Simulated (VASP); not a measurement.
# CaAl15N16 (a cell with a defect) in VASP: a series of runs, part 2 of 3

VASP 6.6.1. Earlier steps stand in the parts before.

**3. Single point, PBE**

Input file INCAR:

```
  PREC = Accurate
  ENCUT = 520
  EDIFF = 1E-6
  ISMEAR = -1
  SIGMA = 0.01
  LREAL = Auto
  LASPH = T
  NELM = 120
  ALGO = Normal
  ISIF = 2
  LWAVE = F
  LCHARG = F
  GGA = PE
  NBANDS = 90
  NELECT = 134.0
  GGA_COMPAT = F
```

Input file KPOINTS:

```
Automatic mesh
0
Gamma
  1 1 1
  0.25 0.25 0.25
```

Input file POSCAR:

```
CaAl15N16
1.0
    6.2595139092      0.0000000618      0.0000000000
   -3.1297570081      5.4208980298      0.0000000000
    0.0000000000      0.0000000000     10.0348065900
Al Ca N
15 1 16
Direct
    0.3524531039      0.1640602041      0.2353049003
    0.3398658104      0.1775904083      0.7574968088
    0.1659003119      0.3322845265      1.0024410290
    0.3272808360      0.6572376294      0.2506891952
    0.1855874491      0.8195981579      0.5048075513
    0.3323613853      0.6653789744      0.7552267064
    0.1702006646      0.8360828539      1.0008984740
    0.8118204445      0.1601765133      0.2360669520
    0.7049227418      0.3950172447      0.5174498660
    0.8391004988      0.1748328334      0.7575797253
    0.6744674437      0.3470449118      0.9959272695
    0.8407879978      0.6789140690      0.2478323053
    0.6275637593      0.8139994716      0.5044894913
    0.8448933540      0.6884846413      0.7549642978
    0.6639361003      0.8335660122      1.0013939651
    0.1273691055      0.2460904341      0.4845055365
    0.4366716843      0.1423900456      0.4254802264
    0.1590613367      0.3145636704      0.2016871538
    0.3371473566      0.1721142323      0.9459120754
    0.1690834456      0.3338991065      0.7022959674
    0.3142358162      0.6416768423      0.4364839142
    0.1709340210      0.8297301314      0.1889688890
    0.3310445097      0.6672992295      0.9446299898
    0.1785723478      0.8452017726      0.6912824653
    0.6986097561      0.1314761896      0.4248293083
    0.6802019650      0.3518860522      0.1823726173
    0.8307899781      0.1693595637      0.9463748195
    0.6803061504      0.3516798625      0.6985774601
    0.8567583953      0.7149518438      0.4416582188
    0.6601327343      0.8256164675      0.1902021018
    0.8391647144      0.6809294697      0.9406978490
    0.6686267392      0.8416649393      0.6910382922
```

Potentials or basis: VASP PAW PBE potentials, release 64 (Al, Ca_sv, N).

The run is started by

```
$ cat potpaw_PBE.64/Al/POTCAR potpaw_PBE.64/Ca_sv/POTCAR potpaw_PBE.64/N/POTCAR > POTCAR
$ mpirun -np 1 vasp_std > vasp.out
```

OUTCAR:

```text
PREC = Accurate
   ENCUT = 520
   EDIFF = 1E-6
   ISMEAR = -1
   LREAL = Auto
   LASPH = T
   NELM = 120
   ISIF = 2
   GGA = PE
   NELECT = 134.0

 ion  position               nearest neighbor table
   1  0.352  0.164  0.235-  26 1.86  22 1.87  18 1.90  17 2.00   8 2.89   7 2.95  11 2.97   3 3.03
                            16 3.04   4 3.10  12 3.13  12 3.15   4 3.17   5 3.29
   2  0.340  0.178  0.757-  20 1.86  19 1.89  24 1.92  28 1.94  11 3.00   3 3.04   7 3.06   6 3.08
                            14 3.08   9 3.13  10 3.13  10 3.13  16 3.17  14 3.18   6 3.18   5 3.20
   3  0.166  0.332  0.002-  19 1.88  27 1.90  23 1.91  18 2.00   1 3.03  10 3.03   8 3.03   2 3.04
                             4 3.05   6 3.07   7 3.12  11 3.12  15 3.13  15 3.13  11 3.14   7 3.14
   4  0.327  0.657  0.251-  21 1.87  22 1.89  30 1.90  18 1.92  13 3.02   5 3.04   3 3.05   8 3.10
                            15 3.10   7 3.10   1 3.10  12 3.12  12 3.15   1 3.17   8 3.17  16 3.24
   5  0.186  0.820  0.505-  21 1.80  24 1.88  29 1.93  17 2.00  13 2.78   9 2.85  16 2.88   6 3.00
                             4 3.04  14 3.13  12 3.19   2 3.20   1 3.29
   6  0.332  0.665  0.755-  20 1.87  23 1.90  24 1.92  32 1.93  13 2.98   5 3.00  15 3.06   7 3.06
                             3 3.07   2 3.08  10 3.08  14 3.13  14 3.14  10 3.18   2 3.18
   7  0.170  0.836  0.001-  23 1.87  22 1.89  31 1.89  19 1.90   1 2.95  14 3.03  12 3.05   6 3.06
                             2 3.06  11 3.08  15 3.10   4 3.10   3 3.12   3 3.14  15 3.16  11 3.18
   8  0.812  0.160  0.236-  26 1.84  30 1.87  18 1.92  25 2.00   1 2.89  15 2.95  11 2.99   3 3.03
                            16 3.06   4 3.10  12 3.11  12 3.16   4 3.17  13 3.28
   9  0.705  0.395  0.517-  28 1.83  17 1.88  25 1.88  29 1.89   5 2.85  14 2.87  13 2.90  10 3.09
                            12 3.11   2 3.13  16 3.23  16 3.27
  10  0.839  0.175  0.758-  20 1.87  27 1.90  28 1.91  32 1.93  11 3.01   3 3.03  14 3.06  15 3.07
                             6 3.08   9 3.09   2 3.13   2 3.13   6 3.18  16 3.19  14 3.20  13 3.21
  11  0.674  0.347  0.996-  26 1.87  27 1.88  31 1.89  19 1.90   1 2.97   8 2.99   2 3.00  10 3.01
                            14 3.05  15 3.08   7 3.08  12 3.10   3 3.12   3 3.14   7 3.18  15 3.18
  12  0.841  0.679  0.248-  30 1.87  22 1.89  26 1.89  29 1.95   7 3.05  15 3.06  11 3.10   8 3.11
                             9 3.11   4 3.12   1 3.13   1 3.15   4 3.15   8 3.16   5 3.19  13 3.20
  13  0.628  0.814  0.504-  21 1.83  32 1.89  29 1.93  25 1.98   5 2.78   9 2.90  16 2.95   6 2.98
                             4 3.02  14 3.14  12 3.20  10 3.21   8 3.28
  14  0.845  0.688  0.755-  31 1.86  32 1.90  28 1.91  24 1.92   9 2.87   7 3.03  15 3.04  11 3.05
                            10 3.06   2 3.08   5 3.13   6 3.13   6 3.14  13 3.14   2 3.18  10 3.20
  15  0.664  0.834  0.001-  31 1.88  23 1.89  30 1.90  27 1.90   8 2.95  14 3.04   6 3.06  12 3.06
                            10 3.07  11 3.08   4 3.10   7 3.10   3 3.13   3 3.13   7 3.16  11 3.18
  16  0.127  0.246  0.485-  21 2.20  20 2.24  17 2.40   5 2.88  13 2.95   1 3.04   8 3.06   2 3.17
                            10 3.19   9 3.23   4 3.24   9 3.27
  17  0.437  0.142  0.425-  25 1.67   9 1.88   1 2.00   5 2.00  16 2.40
  18  0.159  0.315  0.202-   1 1.90   8 1.92   4 1.92   3 2.00
  19  0.337  0.172  0.946-   3 1.88   2 1.89  11 1.90   7 1.90
  20  0.169  0.334  0.702-   2 1.86  10 1.87   6 1.87  16 2.24
  21  0.314  0.642  0.436-   5 1.80  13 1.83   4 1.87  16 2.20
  22  0.171  0.830  0.189-   1 1.87  12 1.89   7 1.89   4 1.89
  23  0.331  0.667  0.945-   7 1.87  15 1.89   6 1.90   3 1.91
  24  0.179  0.845  0.691-   5 1.88  14 1.92   6 1.92   2 1.92
  25  0.699  0.131  0.425-  17 1.67   9 1.88  13 1.98   8 2.00
  26  0.680  0.352  0.182-   8 1.84   1 1.86  11 1.87  12 1.89
  27  0.831  0.169  0.946-  11 1.88  10 1.90   3 1.90  15 1.90
  28  0.680  0.352  0.699-   9 1.83  14 1.91  10 1.91   2 1.94
  29  0.857  0.715  0.442-   9 1.89   5 1.93  13 1.93  12 1.95
  30  0.660  0.826  0.190-  12 1.87   8 1.87  15 1.90   4 1.90
  31  0.839  0.681  0.941-  14 1.86  15 1.88  11 1.89   7 1.89
  32  0.669  0.842  0.691-  13 1.89  14 1.90  10 1.93   6 1.93

  LATTYP: Found a hexagonal cell.
 ALAT       =     6.2595139092
 C/A-ratio  =     1.6031287310

  Lattice vectors:

 A1 = (   6.2595139092,   0.0000000618,   0.0000000000)
 A2 = (  -3.1297570081,   5.4208980298,   0.0000000000)
[... 165 lines left out ...]
   LSORBIT =      F    spin-orbit coupling
   LASPH  =      T    aspherical Exc in radial PAW
   ENCUT  =  520.0 eV  38.22 Ry    6.18 a.u.  11.64 11.64 18.66*2*pi/ulx,y,z
   NELM   =    120;   NELMIN=  2; NELMDL= -5     # of ELM steps
   EDIFF  = 0.1E-05   stopping-criterion for ELM
   LREAL  =      T    real-space projection
   EDIFFG = 0.1E-04   stopping-criterion for IOM
   NSW    =      0    number of steps for IOM
   IBRION =     -1    ionic relax: 0-MD 1-quasi-New 2-CG
   NFREE  =      0    steps in history (QN), initial steepest desc. (CG)
   ISIF   =      2    stress and relaxation
   ISYM   =      2    0-nonsym 1-usesym 2-fastsym
   POTIM  = 0.5000    time-step for ionic-motion
   TEBEG  =    0.0;   TEEND  =   0.0 temperature during run
   PSTRESS=    0.0 pullay stress
   NELECT =     134.0000    total number of electrons
   NUPDOWN=      -1.0000    fix difference up-down
   EMIN   =  10.00;   EMAX   =-10.00  energy-range for DOS
   EFERMI =   0.00;   METHOD = LEGACY
   ISMEAR =    -1;   SIGMA  =   0.01  broadening in eV -4-tet -1-fermi 0-gaus
   EFERMI_NEDOS =   21; number of points for ismear=-14 and -15
   IALGO  =     38    algorithm
   IMIX   =      4    mixing-type and parameters
     AMIX     =   0.40;   BMIX     =  1.00
     AMIX_MAG =   1.60;   BMIX_MAG =  1.00
  volume/ion in A,a.u.               =      10.64        71.81
  Fermi-wavevector in a.u.,A,eV,Ry     =   1.199691  2.267088 19.582308  1.439259
  Thomas-Fermi vector in A             =   2.335547
   LORBIT       =      0    0 simple, 1 ext, 2 COOP (PROOUT), +10 PAW based schemes
   GGA     = PE    functional components
   LHFCALC =     F    Hartree Fock is set to
   AEXX    =    0.0000 exact exchange contribution
   IVDW    =     0    specifies the selected vdW correction
   LEPSILON=     F    determine dielectric tensor
   LRPA    =     F    only Hartree local field effects (RPA)
 non-spin polarized calculation
  energy-cutoff  :      520.00
  volume of cell :      340.50
 maximum number of plane-waves:      9148
 NGX is ok and might be reduce to    48
   NGX = 23   NGY = 23   NGZ = 37

 number of electron     134.0000001 magnetization

 Free energy of the ion-electron system (eV)
  ---------------------------------------------------
  ext. energy  EPLUGINS =         0.00000000
  ---------------------------------------------------
  free energy    TOTEN  =      -241.08692027 eV

  energy without entropy =     -241.08692027  energy(sigma->0) =     -241.08692027

 E-fermi :   6.2824     XC(G=0): -10.8710

 val. band max:        6.0269837734   @ k =   0.2500   0.2500   0.2500
 cond. band min:       9.0683261219   @ k =   0.5000  -0.2500   0.2500
 fundamental gap:      3.0413423485
 Fermi energy:         6.2823815434

 k-point     1 :       0.2500    0.2500    0.2500
  band No.  band energies     occupation
      1     -32.4063      2.00000
      2     -13.7460      2.00000
      3     -13.6303      2.00000
      4     -13.5763      2.00000
      5     -10.4049      2.00000
      6      -8.4182      2.00000
[... 481 lines left out ...]
     78      12.5400      0.00000
     79      12.6565      0.00000
 [bands above 79 left out]

------------------------ aborting loop because EDIFF is reached ----------------------------------------

  FORCE on cell =-STRESS in cart. coord.  units (eV):
  Direction    XX          YY          ZZ          XY          YZ          ZX
  --------------------------------------------------------------------------------------
  -------------------------------------------------------------------------------------
  Total       -9.0687055     -3.1372563      6.9004299     -2.1561066      3.8200250      0.0944459
  in kB      -42.6712166    -14.7618140     32.4687730    -10.1451846     17.9744634      0.4443989
  external PRESSURE =      -8.3214192 kB  Pullay stress =       0.0000000 kB

 VOLUME and BASIS-vectors are now :
 -----------------------------------------------------------------------------
  energy-cutoff  :      520.00
  volume of cell :      340.50
      direct lattice vectors                 reciprocal lattice vectors
     6.259513909  0.000000062  0.000000000     0.159756813  0.092235641  0.000000000
    -3.129757008  5.420898030  0.000000000    -0.000000002  0.184471279  0.000000000
     0.000000000  0.000000000 10.034806590     0.000000000  0.000000000  0.099653141

 POSITION                                       TOTAL-FORCE (eV/Angst)
 -----------------------------------------------------------------------------------
      1.69272      0.88935      2.36124         0.164303     -0.071337      0.045298
      1.57158      0.96270      7.60133         0.142428     -0.066932     -0.018999
     -0.00151      1.80128      0.02450        -0.135815      0.044300      0.017795
     -0.00838      3.56282      2.51562         0.121137     -0.060346      0.020560
     -1.40346      4.44296      5.06565         0.051129      0.179026      0.016456
     -0.00205      3.60695      7.57855         0.097768     -0.052884     -0.023000
[... 24 lines left out ...]
      3.12162      3.69125      9.43972         0.140281     -0.124239     -0.012979
      1.55107      4.56258      6.93444        -0.144519      0.137873     -0.030856
 -----------------------------------------------------------------------------------
    total drift:                               -0.008911      0.005617     -0.014424

  FREE ENERGIE OF THE ION-ELECTRON SYSTEM (eV)
  ---------------------------------------------------
  free  energy   TOTEN  =      -241.0869202721 eV

  energy  without entropy=     -241.0869202721  energy(sigma->0) =     -241.08692027
```

Run time: 12 min. Hardware: 1 thread of Intel Xeon 8259CL, shared host; peak memory 0.49 GiB.

Results:

```yaml
Free_energy: -241.0869 eV
Largest_force: 0.462 eV/Å
```

Forces in eV/Å, atoms in the order of the input:
```
Al   0.164 -0.071  0.045
Al   0.142 -0.067 -0.019
Al  -0.136  0.044  0.018
Al   0.121 -0.060  0.021
Al   0.051  0.179  0.016
Al   0.098 -0.053 -0.023
Al  -0.129  0.068  0.002
Al   0.098 -0.097  0.033
Al  -0.148  0.019 -0.034
Al   0.094 -0.069  0.011
Al  -0.115  0.070 -0.014
Al   0.113 -0.072 -0.012
Al  -0.109  0.006 -0.020
Al   0.120 -0.073  0.016
Al  -0.100  0.079  0.032
Ca  -0.152  0.250  0.192
N    0.130 -0.418 -0.145
N   -0.149  0.107 -0.022
N    0.199 -0.119  0.046
N   -0.143  0.158  0.041
N    0.360 -0.070  0.007
N   -0.148  0.079  0.059
N    0.216 -0.083 -0.026
N   -0.156  0.035  0.014
N   -0.029  0.124 -0.099
N   -0.245  0.066  0.035
N    0.193 -0.090 -0.052
N   -0.187  0.063  0.041
N    0.017 -0.161 -0.007
N   -0.166  0.144 -0.112
N    0.140 -0.124 -0.013
N   -0.145  0.138 -0.031
```

Caveat: the k points lie up to 0.58 Å⁻¹ apart; the cell carries a net charge on a neutralising background, which shifts energy and pressure; the cell is charged against a uniform background, so pressure and absolute levels hang on convention.

[end of part 2 of 3]
